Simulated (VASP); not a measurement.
A run of VASP 6.6.1 is set up as follows.

Contents of INCAR:

```
  ALGO = Normal
  EDIFF = 1E-6
  ENCUT = 520
  GGA = PE
  ISIF = 2
  ISMEAR = 0
  IVDW = 12
  LASPH = T
  LCHARG = F
  LREAL = F
  LWAVE = F
  NBANDS = 22
  NELM = 60
  PREC = Accurate
  SIGMA = 0.1
```

KPOINTS

```
k-points
0
Gamma
  4 4 4
```

The input POSCAR:

```
P2Se2O
1.0
    3.7442342400      0.0000000000      0.0000000000
    0.0000000000      3.7442342400      0.0000000000
    0.0000000000      0.0000000000      4.5449047200
P Se O
2 2 1
Direct
    0.5000000000      0.5000000000      0.0351810000
    0.0000000000      0.0000000000      0.9327795700
    0.5000000000      0.5000000000      0.4853879000
    0.0000000000      0.0000000000      0.2929877100
    0.0000000000      0.0000000000      0.5820489500
```

Potentials or basis: VASP PAW PBE potentials, release 64 (P, Se, O).

Command:

```sh
$ cat potpaw_PBE.64/P/POTCAR potpaw_PBE.64/Se/POTCAR potpaw_PBE.64/O/POTCAR > POTCAR
$ mpirun -np 1 vasp_std > vasp.out
```

(1) Predict the band gap on the k mesh.

(2) Predict the largest force.

(3) Predict the pressure.

(4) What does it give for the dispersion energy per atom?

## Answers

(1) zero (band 14 reaches 12.14 eV, above the bottom of band 15 at 9.17 eV).

(2) 37.178 eV/Å.

(3) 125.1 GPa.

(4) -0.456 eV.

Caveat: the k points lie up to 0.42 Å⁻¹ apart; pairwise dispersion overbinds metals, which lowers pressure and volume; forces of over 1 eV/Å act on the atoms, so gaps and moduli don't describe the material at rest.
